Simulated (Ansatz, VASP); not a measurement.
## One calculation of Si, two programs

```
Si
1.0
     1.91139   -5.34847    0.00000
     1.91139    5.34847    0.00000
     0.00000    0.00000   12.65329
Si
12
Direct
  0.75704 0.24296 0.44509
  0.24296 0.75704 0.55491
  0.75704 0.24296 0.05491
  0.24296 0.75704 0.94509
  0.42869 0.57131 0.65722
  0.57131 0.42869 0.34278
  0.42869 0.57131 0.84278
  0.57131 0.42869 0.15722
  0.97119 0.02881 0.40937
  0.02881 0.97119 0.59063
  0.97119 0.02881 0.09063
  0.02881 0.97119 0.90937
```

Alike in both runs: functional PBEsol; k mesh 10 × 10 × 4; occupations gaussian, width 0.02 eV; no spin polarisation.

Ansatz relaxed the structure, and its values are those at the end. VASP's run is a single point on that final structure, the one shown.

|  | VASP | Ansatz |
| --- | --- | --- |
| version | VASP 6.6.1 | Ansatz 0.2.0 |
| potentials or method | VASP PAW PBE potentials, release 64 (Si), cutoff 500 eV | scalar-relativistic, plane waves, PAW |
| valence electrons in the cell | 48 | 48 |

Ansatz gave:

- gap on the k mesh at the Fermi level (eV): 0.40
- least direct gap on the mesh (eV): 0.49
- pressure (GPa): 0.0

**Question.** Which values does VASP return?

**Answer.** gap on the k mesh at the Fermi level (eV): 0.39; least direct gap on the mesh (eV): 0.48; pressure (GPa): 0.1.

VASP's potentials were made for PBE, not for PBEsol, and Ansatz warns of the same on its side. The functional is the same, so the differences come from potentials, cutoffs and numerics.
